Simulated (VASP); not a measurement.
Input of a VASP 6.6.1 run:

File INCAR:

```
SYSTEM = Co
  PREC = Accurate
  ENCUT = 520
  EDIFF = 1E-6
  ISMEAR = 0
  SIGMA = 0.15
  LREAL = .FALSE.
  LASPH = .TRUE.
  NELM = 150
  ALGO = Fast
  ISIF = 2
  LWAVE = .FALSE.
  LCHARG = .FALSE.
  ISPIN = 2
  MAGMOM = 1.375 1.375
  LORBIT = 11
  NUPDOWN = 2.75
  LMAXMIX = 4
  NBANDS = 20
```

KPOINTS

```
Automatic mesh
0
G
  24 24 12
  0 0 0
```

Contents of POSCAR:

```
Co
1.0
    2.2066455177      0.0000000000      0.0000000000
   -1.1033227588      1.9110110755      0.0000000000
    0.0000000000      0.0000000000      3.5594665484
Co
2
Direct
    0.6666666667      0.3333333333      0.2500000000
    0.3333333333      0.6666666667      0.7500000000
```

Potentials or basis: VASP PAW LDA potentials, release 64 (Co).

Command:

```sh
$ cat potpaw_LDA.64/Co/POTCAR > POTCAR
$ mpirun -np 1 vasp_std > vasp.out
```

(1) What does it give for the pressure?

Answers

(1) 155.1 GPa.

Caveat: the total moment is fixed, so each spin has its own Fermi level.
